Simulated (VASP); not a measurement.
Si (a cell with a defect), 31 atoms in the cell. The cell holds a defect, 31 atoms: a = 9.356 Å, b = 9.356 Å, c = 9.356 Å, α = 109.47°, β = 109.47°, γ = 109.47°. 

```yaml
Program: VASP 6.6.1
Task: single point
Functional: LDA
Potentials_or_basis: VASP PAW LDA potentials, release 64 (Si)
Cutoff: 520 eV
k_mesh: 2 × 2 × 2, shifted
Occupations: gaussian, width 0.02 eV
Spin: no spin polarisation
Dipole_correction: no
Charge: 2
Further_INCAR_settings: LREAL = Auto; ALGO = Normal; EDIFF = 1e-06; NBANDS = 83; NELECT = 122.0
```

Potentials or basis: VASP PAW LDA potentials, release 64 (Si).

The run is started by

```bash
$ cat potpaw_LDA.64/Si/POTCAR > POTCAR
$ mpirun -np 1 vasp_std > vasp.out
```

Hardware: 1 thread of AMD EPYC 7R13, with other jobs on the host.

Task: Estimate the wall time of this run.

Result: Run time: 8.2 min on 1 thread of AMD EPYC 7R13, on a shared host, peak memory 0.47 GiB. Counts: scf iterations 14, k points 2.
